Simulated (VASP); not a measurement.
# Sb (P6/mmm) in VASP: single point with PBEsol

Aim: the single point of Sb with PBEsol.

Program: VASP 6.6.1. These are calculated values, not measurements. Logs are shortened: lines on timing, memory, paths and dates and some standing lists are left out, and cuts for length are marked.

## (1) The cell of the first run

It takes space group P6/mmm (No. 191, hexagonal). The conventional cell has a = 4.507 Å, b = 4.507 Å, c = 4.640 Å, α = 90.00°, β = 90.00°, γ = 120.00°.

## (2) Single point, PBEsol

INCAR reads:

```
PREC     = Accurate       # precision mode
ENCUT    = 520            # plane-wave cutoff, eV
EDIFF    = 1E-7           # SCF threshold, eV
ISMEAR   = -1             # smearing method
SIGMA    = 0.1            # smearing width, eV
LREAL    = F              # projectors in reciprocal space
LASPH    = T              # aspherical terms in the spheres
NELM     = 60             # most SCF steps
ALGO     = Normal         # electronic algorithm
ISIF     = 2              # what is computed and relaxed
LWAVE    = F              # write WAVECAR
LCHARG   = F              # write CHGCAR
GGA      = PS             # functional
NBANDS   = 8              # bands
```

KPOINTS reads:

```
Automatic mesh
0
Gamma
  7 7 6
```

POSCAR reads:

```
Sb
1.0
    4.5071740000      0.0000000000      0.0000000000
   -2.2535870000      3.9033270000      0.0000000000
    0.0000000000      0.0000000000      4.6399810000
Sb
1
Direct
    0.6666666667      0.3333333333      0.5000000000
```

Potentials or basis: VASP PAW PBE potentials, release 64 (Sb).

Run with:

```
> cat potpaw_PBE.64/Sb/POTCAR > POTCAR
> mpirun -np 1 vasp_std > vasp.out
```

OUTCAR:

```text
PREC = Accurate
   ENCUT = 520
   EDIFF = 1E-7
   ISMEAR = -1
   LREAL = F
   LASPH = T
   NELM = 60
   ISIF = 2
   GGA = PS

 ion  position               nearest neighbor table
   1  0.667  0.333  0.500-

  LATTYP: Found a hexagonal cell.
 ALAT       =     4.5071740000
 C/A-ratio  =     1.0294656918

  Lattice vectors:

 A1 = (   4.5071740000,   0.0000000000,   0.0000000000)
 A2 = (  -2.2535870000,   3.9033270000,   0.0000000000)
 A3 = (   0.0000000000,   0.0000000000,   4.6399810000)

Analysis of symmetry for initial positions (statically):
=====================================================================
 Subroutine PRICEL returns:
 Original cell was already a primitive cell.

 Routine SETGRP: Setting up the symmetry group for a
 hexagonal supercell.

 Subroutine GETGRP returns: Found 24 space group operations
 (whereof 12 operations were pure point group operations)
 out of a pool of 24 trial point group operations.

The static configuration has the point symmetry D_3h.
 The point group associated with its full space group is D_6h.

Analysis of symmetry for dynamics (positions and initial velocities):
=====================================================================
 Subroutine PRICEL returns:
 Original cell was already a primitive cell.

 Routine SETGRP: Setting up the symmetry group for a
 hexagonal supercell.

 Subroutine GETGRP returns: Found 24 space group operations
 (whereof 12 operations were pure point group operations)
 out of a pool of 24 trial point group operations.

The dynamic configuration has the point symmetry D_3h.
 The point group associated with its full space group is D_6h.

 Subroutine INISYM returns: Found 24 space group operations
 (whereof 12 operations are pure point group operations),
 and found     1 'primitive' translations

----------------------------------------------------------------------------------------

                                     Primitive cell

  volume of cell :      81.6311

  direct lattice vectors                    reciprocal lattice vectors
     4.507174000  0.000000000  0.000000000     0.221868515  0.128095853  0.000000000
    -2.253587000  3.903327000  0.000000000     0.000000000  0.256191705  0.000000000
     0.000000000  0.000000000  4.639981000     0.000000000  0.000000000  0.215518124

  length of vectors
     4.507174000  4.507173841  4.639981000     0.256191696  0.256191705  0.215518124

  position of ions in fractional coordinates (direct lattice)
     0.666666667  0.333333333  0.500000000

  ion indices of the primitive-cell ions
   primitive index   ion index
                 1           1

----------------------------------------------------------------------------------------

 KPOINTS: Automatic mesh

Automatic generation of k-mesh.
 Grid dimensions read from file:
 generate k-points for:    7    7    6

 Generating k-lattice:

  Cartesian coordinates                     Fractional coordinates (reciprocal lattice)
     0.031695502  0.018299408  0.000000000     0.142857143 -0.000000000  0.000000000
     0.000000000  0.036598815  0.000000000     0.000000000  0.142857143  0.000000000
     0.000000000  0.000000000  0.035919687     0.000000000  0.000000000  0.166666667

  Length of vectors
     0.036598814  0.036598815  0.035919687

  Shift w.r.t. Gamma in fractional coordinates (k-lattice)
     0.000000000  0.000000000  0.000000000

 Subroutine IBZKPT returns following result:
 ===========================================

 Found     32 irreducible k-points:

 Following reciprocal coordinates:
            Coordinates               Weight
  0.000000  0.000000  0.000000      1.000000
  0.142857 -0.000000  0.000000      6.000000
  0.285714 -0.000000  0.000000      6.000000
  0.428571 -0.000000  0.000000      6.000000
  0.142857  0.142857  0.000000      6.000000
  0.285714  0.142857  0.000000     12.000000
[... 16 lines left out ...]
  0.428571  0.142857  0.333333     12.000000
  0.285714  0.285714  0.333333     12.000000
 [... further k-points ...]
   k-points           NKPTS =     32   k-points in BZ     NKDIM =     32   number of bands    NBANDS=      8
   number of dos      NEDOS =    301   number of ions     NIONS =      1
   total plane-waves  NPLWV =  46656
   dimension x,y,z NGX =    36 NGY =   36 NGZ =   36
   dimension x,y,z NGXF=    72 NGYF=   72 NGZF=   72
   ions per type =               1
   NGX,Y,Z   is equivalent  to a cutoff of  13.28, 13.28, 12.90 a.u.
   NGXF,Y,Z  is equivalent  to a cutoff of  26.56, 26.56, 25.80 a.u.
 SYSTEM =  unknown system
   PREC   = accura    normal or accurate (medium, high low for compatibility)
   ISTART =      0    job   : 0-new  1-cont  2-samecut
   ICHARG =      2    charge: 1-file 2-atom 10-const
   ISPIN  =      1    spin polarized calculation?
   LNONCOLLINEAR =      F non collinear calculations
   LSORBIT =      F    spin-orbit coupling
   LASPH  =      T    aspherical Exc in radial PAW
   ENCUT  =  520.0 eV  38.22 Ry    6.18 a.u.   8.38  8.38  8.63*2*pi/ulx,y,z
   NELM   =     60;   NELMIN=  2; NELMDL= -5     # of ELM steps
   EDIFF  = 0.1E-06   stopping-criterion for ELM
   LREAL  =      F    real-space projection
   EDIFFG = 0.1E-05   stopping-criterion for IOM
   NSW    =      0    number of steps for IOM
   IBRION =     -1    ionic relax: 0-MD 1-quasi-New 2-CG
   NFREE  =      0    steps in history (QN), initial steepest desc. (CG)
   ISIF   =      2    stress and relaxation
   ISYM   =      2    0-nonsym 1-usesym 2-fastsym
   POTIM  = 0.5000    time-step for ionic-motion
   TEBEG  =    0.0;   TEEND  =   0.0 temperature during run
   PSTRESS=    0.0 pullay stress
   NELECT =       5.0000    total number of electrons
   NUPDOWN=      -1.0000    fix difference up-down
   EMIN   =  10.00;   EMAX   =-10.00  energy-range for DOS
   EFERMI =   0.00;   METHOD = LEGACY
   ISMEAR =    -1;   SIGMA  =   0.10  broadening in eV -4-tet -1-fermi 0-gaus
   EFERMI_NEDOS =   21; number of points for ismear=-14 and -15
   IALGO  =     38    algorithm
   IMIX   =      4    mixing-type and parameters
     AMIX     =   0.40;   BMIX     =  1.00
     AMIX_MAG =   1.60;   BMIX_MAG =  1.00
  volume/ion in A,a.u.               =      81.63       550.87
  Fermi-wavevector in a.u.,A,eV,Ry     =   0.645327  1.219491  5.666100  0.416447
  Thomas-Fermi vector in A             =   1.712946
   LORBIT       =      0    0 simple, 1 ext, 2 COOP (PROOUT), +10 PAW based schemes
   GGA     = PS    functional components
   LHFCALC =     F    Hartree Fock is set to
   AEXX    =    0.0000 exact exchange contribution
   IVDW    =     0    specifies the selected vdW correction
   LEPSILON=     F    determine dielectric tensor
   LRPA    =     F    only Hartree local field effects (RPA)
 non-spin polarized calculation
  energy-cutoff  :      520.00
  volume of cell :       81.63
 maximum number of plane-waves:      2226
 NGX is ok and might be reduce to    36
   NGX = 17   NGY = 17   NGZ = 17

 number of electron       5.0000000 magnetization

 Free energy of the ion-electron system (eV)
  ---------------------------------------------------
  ext. energy  EPLUGINS =         0.00000000
  ---------------------------------------------------
  free energy    TOTEN  =        -1.86422641 eV

  energy without entropy =       -1.80369336  energy(sigma->0) =       -1.83395988

 E-fermi :  -0.7596     XC(G=0):  -6.0665

 val. band max:       -0.7822168584   @ k =   0.1429   0.1429   0.5000
 cond. band min:      -0.6831090250   @ k =   0.4286   0.1429   0.0000
 fundamental gap:      0.0991078334
 Fermi energy:        -0.7596328144

 k-point     1 :       0.0000    0.0000    0.0000
  band No.  band energies     occupation
      1      -9.3562      2.00000
      2      -0.2914      0.01834
      3       0.3825      0.00002
      4       0.3825      0.00002
      5       3.1529      0.00000
      6       5.2407      0.00000
      7       7.1839      0.00000
      8       7.1839      0.00000

 k-point     2 :       0.1429   -0.0000    0.0000
  band No.  band energies     occupation
      1      -9.2814      2.00000
      2      -0.3210      0.02459
      3      -0.2118      0.00832
      4       0.2489      0.00008
      5       3.6308      0.00000
      6       5.6263      0.00000
      7       6.4870      0.00000
      8       7.6629      0.00000

 k-point     3 :       0.2857   -0.0000    0.0000
  band No.  band energies     occupation
      1      -9.0999      2.00000
      2      -1.4176      1.99723
      3      -0.0190      0.00121
      4      -0.0185      0.00121
      5       4.2179      0.00000
      6       5.3251      0.00000
      7       7.2965      0.00000
      8       7.9553      0.00000

 k-point     4 :       0.4286   -0.0000    0.0000
  band No.  band energies     occupation
      1      -8.9381      2.00000
      2      -2.1141      2.00000
      3      -0.2079      0.00800
      4       0.1528      0.00022
      5       4.2757      0.00000
      6       5.6473      0.00000
      7       7.1128      0.00000
      8       7.2139      0.00000

 k-point     5 :       0.1429    0.1429    0.0000
  band No.  band energies     occupation
      1      -9.1525      2.00000
      2      -1.0706      1.91456
      3      -0.0873      0.00240
      4      -0.0749      0.00212
      5       4.1924      0.00000
      6       5.9358      0.00000
      7       6.2893      0.00000
      8       8.3346      0.00000

 k-point     6 :       0.2857    0.1429    0.0000
  band No.  band energies     occupation
      1      -8.9766      2.00000
      2      -1.7966      1.99994
      3      -0.5150      0.15946
      4       0.1120      0.00033
      5       4.8140      0.00000
      6       5.6679      0.00000
      7       7.1962      0.00000
      8       7.5561      0.00000

 k-point     7 :       0.4286    0.1429    0.0000
  band No.  band energies     occupation
      1      -8.8919      2.00000
      2      -2.0929      2.00000
      3      -0.6831      0.63502
      4       0.2020      0.00013
      5       4.9443      0.00000
      6       5.9905      0.00000
      7       6.9057      0.00000
      8       7.2466      0.00000
[... 133 lines left out ...]
 k-point    20 :       0.4286   -0.0000    0.3333
  band No.  band energies     occupation
      1      -8.8162      2.00000
      2      -1.8796      1.99997
      3      -1.0374      1.88294
      4      -0.0617      0.00186
      5       4.1711      0.00000
      6       4.9464      0.00000
      7       7.7684      0.00000
      8       7.8166      0.00000

 k-point    21 :       0.1429    0.1429    0.3333
  band No.  band energies     occupation
      1      -9.0229      2.00000
      2      -1.4018      1.99675
      3      -0.8457      1.40557
      4       0.0615      0.00054
      5       5.1051      0.00000
      6       6.3524      0.00000
      7       6.5411      0.00000
      8       7.6410      0.00000

 k-point    22 :       0.2857    0.1429    0.3333
  band No.  band energies     occupation
      1      -8.8532      2.00000
      2      -1.5745      1.99942
      3      -1.0989      1.93497
      4      -0.3433      0.03064
      5       4.5138      0.00000
      6       5.7433      0.00000
      7       6.7450      0.00000
      8       8.0726      0.00000

 k-point    23 :       0.4286    0.1429    0.3333
  band No.  band energies     occupation
      1      -8.7718      2.00000
      2      -1.8587      1.99997
      3      -0.9609      1.76426
      4      -0.5031      0.14276
      5       4.2059      0.00000
      6       5.5110      0.00000
      7       6.4770      0.00000
      8       8.7225      0.00000

 k-point    24 :       0.2857    0.2857    0.3333
  band No.  band energies     occupation
      1      -8.7527      2.00000
      2      -1.5952      1.99953
      3      -1.0381      1.88365
      4      -0.9264      1.68259
      5       4.5295      0.00000
      6       5.2798      0.00000
      7       7.2948      0.00000
      8       8.0409      0.00000

 [... further k-points ...]
[... 5 lines left out ...]
  --------------------------------------------------------------------------------------
  -------------------------------------------------------------------------------------
  Total       -2.8229755     -2.8229752     -2.2044748      0.0000000      0.0000000      0.0000000
  in kB      -55.4066927    -55.4066875    -43.2673466      0.0000000      0.0000000      0.0000000
  external PRESSURE =     -51.3602423 kB  Pullay stress =       0.0000000 kB

 VOLUME and BASIS-vectors are now :
 -----------------------------------------------------------------------------
  energy-cutoff  :      520.00
  volume of cell :       81.63
      direct lattice vectors                 reciprocal lattice vectors
     4.507174000  0.000000000  0.000000000     0.221868515  0.128095853  0.000000000
    -2.253587000  3.903327000  0.000000000     0.000000000  0.256191705  0.000000000
     0.000000000  0.000000000  4.639981000     0.000000000  0.000000000  0.215518124

 POSITION                                       TOTAL-FORCE (eV/Angst)
 -----------------------------------------------------------------------------------
      2.25359      1.30111      2.31999         0.000000      0.000000      0.000000
 -----------------------------------------------------------------------------------
    total drift:                               -0.000000      0.000000     -0.000000

  FREE ENERGIE OF THE ION-ELECTRON SYSTEM (eV)
  ---------------------------------------------------
  free  energy   TOTEN  =        -1.8642264110 eV

  energy  without entropy=       -1.8036933559  energy(sigma->0) =       -1.83395988
```

It took 16 s on 1 thread of Intel Xeon Platinum 8488C (Sapphire Rapids), shared host; peak memory 0.2 GiB.

Results:

```
Free energy : -1.8642 eV
Pressure    : -5.1 GPa
```

Levels at points of the mesh, in eV from the Fermi level:
| k point | band 1 | band 2 | band 3 | band 4 | band 5 | band 6 |
| --- | --- | --- | --- | --- | --- | --- |
| (0.00, 0.00, 0.00) | -8.60 | 0.47 | 1.14 | 1.14 | 3.91 | 6.00 |
| (0.00, 0.00, 0.50) | -8.41 | -1.27 | 1.31 | 1.31 | 5.74 | 7.27 |

Caveat: the PAW data sets were made with another functional, which shifts forces and pressure a little; spin-orbit coupling is left out, which moves the levels of the heavy elements.
